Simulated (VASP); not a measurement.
The system is HfN.

```
Hf N
1.0
     2.61777    0.00000    0.00000
     0.00000    2.61777    0.00000
     0.00000    0.00000    3.43114
Hf N
1 1
Direct
  0.50000 0.50000 0.50000
  0.00000 0.00000 0.00000
```

| Property | Result |
| --- | --- |
| Program | VASP 6.6.1 |
| Task | relaxation of cell and atoms |
| Functional | r2SCAN |
| Potentials or basis | VASP PAW PBE potentials, release 64 (Hf_pv, N) |
| Cutoff | 600 eV |
| k mesh | 22 × 22 × 16 |
| Occupations | gaussian, width 0.1 eV |
| Spin | no spin polarisation |

At the start: pressure -2.8 GPa; volume 11.76 Å³/atom.

**Question.** Where does the relaxation end?

**Answer.** Over 11 steps the energy falls by 974.1 meV/atom and the volume is 10.91 Å³/atom (-7.2 %); space group P4/mmm (No. 123, to 0.1 Å) before, Pm-3m (No. 221, to 0.1 Å).

Step by step:
| step | energy change (eV) | largest force (eV/Å) | pressure (GPa) | volume (Å³) |
| --- | --- | --- | --- | --- |
| 1 | 0.0000 | 0.0000 | -2.78 | 23.51 |
| 2 | 0.5319 | 0.0000 | 34.00 | 20.85 |
| 3 | -1.9002 | 0.0000 | -9.84 | 22.76 |
| 4 | -1.9209 | 0.0000 | -9.08 | 22.67 |
| 5 | -1.9270 | 0.0000 | -8.50 | 22.60 |
| 6 | -1.9280 | 0.0000 | -8.20 | 22.57 |
| 7 | -1.9105 | 0.0000 | 12.57 | 20.89 |
| 8 | -1.9472 | 0.0000 | -0.29 | 21.85 |
| 9 | -1.9472 | 0.0000 | -0.12 | 21.83 |
| 10 | -1.9482 | 0.0000 | 0.04 | 21.82 |
| 11 | -1.9482 | 0.0000 | 0.02 | 21.82 |

Final structure:
```
Hf N
1.0
     2.79477    0.00000    0.00000
     0.00000    2.79477    0.00000
     0.00000    0.00000    2.79395
Hf N
1 1
Direct
  0.50000 0.50000 0.50000
  0.00000 0.00000 0.00000
```

Caveat: a cell axis changed by over 15 % at a fixed basis, so the end point is rough; the PAW data sets were made with another functional, which shifts forces and pressure a little.
